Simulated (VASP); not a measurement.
Write the native input for VASP 6.6.1 that does the following.

```
Task                   : single point
Functional             : PBE
Potentials or basis    : VASP PAW PBE potentials, release 64 (Ni)
Cutoff                 : 520 eV
k mesh                 : 14 × 14 × 14
Occupations            : fermi-dirac, width 0.1 eV
Spin                   : collinear spin, zero start
Starting moments       : [0.0] μB
Fixed moment           : 0 μB
Dipole correction      : no
Further INCAR settings : ALGO = Normal; EDIFF = 1e-07; NBANDS = 15
```

The structure of Ni lies in POSCAR:

```
Ni
1.0
    0.0000000000      1.7597000000      1.7597000000
    1.7597000000      0.0000000000      1.7597000000
    1.7597000000      1.7597000000      0.0000000000
Ni
1
Direct
    0.0000000000      0.0000000000      0.0000000000
```

The input as run:

INCAR

```
SYSTEM = Ni
PREC = Accurate ; ENCUT = 520
EDIFF = 1E-7 ; ISMEAR = -1
SIGMA = 0.1 ; LREAL = .False.
LASPH = .True. ; NELM = 150
ALGO = Normal ; ISIF = 2
LWAVE = .False. ; LCHARG = .False.
ISPIN = 2 ; MAGMOM = 0
LORBIT = 11 ; NUPDOWN = 0.0
LMAXMIX = 4 ; GGA = PE
NBANDS = 15
```

KPOINTS

```
regular mesh
0
Gamma
  14 14 14
  0 0 0
```

Potentials or basis: VASP PAW PBE potentials, release 64 (Ni).

The run is started by

```console
$ cat potpaw_PBE.64/Ni/POTCAR > POTCAR
$ mpirun -np 1 vasp_std > vasp.out
```

Results of the run:

- Pressure: -0.8 GPa
- Net moment: 0.00 μB per cell
- Valence electrons inside the program's atomic spheres: Ni 9.31

Caveat: the total moment is fixed, so each spin has its own Fermi level.

It used 26 s of CPU time on 1 thread of Intel Xeon 6975P-C, with other jobs on the host.
